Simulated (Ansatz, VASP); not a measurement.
## Two plane-wave programs on Co

The input INCAR:

```
PREC = Accurate
ENCUT = 520
EDIFF = 1E-7
ISMEAR = -1
SIGMA = 0.1
LREAL = F
LASPH = T
NELM = 150
ALGO = Normal
ISIF = 2
LWAVE = F
LCHARG = F
ISPIN = 2
MAGMOM = 3 -3
LORBIT = 11
LMAXMIX = 4
GGA = PE
NBANDS = 20
```

Contents of KPOINTS:

```
regular mesh
0
Gamma
  12 12 6
```

POSCAR

```
Co
1.0
    0.0000000000      1.8011500000      1.8011500000
    1.8011500000      0.0000000000      1.8011500000
    3.6023000000      3.6023000000      0.0000000000
Co
2
Direct
    0.0000000000      0.0000000000      0.0000000000
    0.0000000000      0.0000000000      0.5000000000
```

Input for Ansatz:

```yaml
crystal:
  lattice:
    - [0.0, 1.80115, 1.80115]
    - [1.80115, 0.0, 1.80115]
    - [3.6023, 3.6023, 0.0]
  atoms:
    - { symbol: Co, position: [0.0, 0.0, 0.0], spin: 3.0 }
    - { symbol: Co, position: [0.0, 0.0, 0.5], spin: -3.0 }
magnetization:
  spin_polarized: true
hamiltonian:
  xc: pbe
  pseudopotentials: { kind: paw }
basis:
  ecutwfc: 420
kpoints:
  mp_grid: { grid: [12, 12, 6] }
scf:
  occupations: { method: fermi_dirac, width: 0.1 }
  lower_state_search: "off"
output:
  forces: true
  stress: true
```

Alike in both runs: task single point; functional PBE; k mesh 12 × 12 × 6; occupations fermi-dirac, width 0.1 eV; collinear spin.

|  | VASP | Ansatz |
| --- | --- | --- |
| version | VASP 6.6.1 | Ansatz 0.2.0 |
| potentials or method | VASP PAW PBE potentials, release 64 (Co), cutoff 520 eV | PAW, plane waves, scalar-relativistic |
| valence electrons in the cell | 18 | 34 |

```tsv
	VASP	Ansatz	Ansatz less VASP
pressure (GPa)	-16.1	-15.9	+0.21
traceless stress, the component that is largest in VASP (GPa)	1.84	1.88	+0.040
net moment per atom (μB)	0.00	0.00	0.000
size of the moment on the site where the two differ most (μB)	1.24	1.26	+0.022
```

Site moments also hang on the region over which each program counts them. VASP's potentials hold 18 valence electrons a cell and Ansatz's 34, so a difference there can come from the potentials and not from the codes.
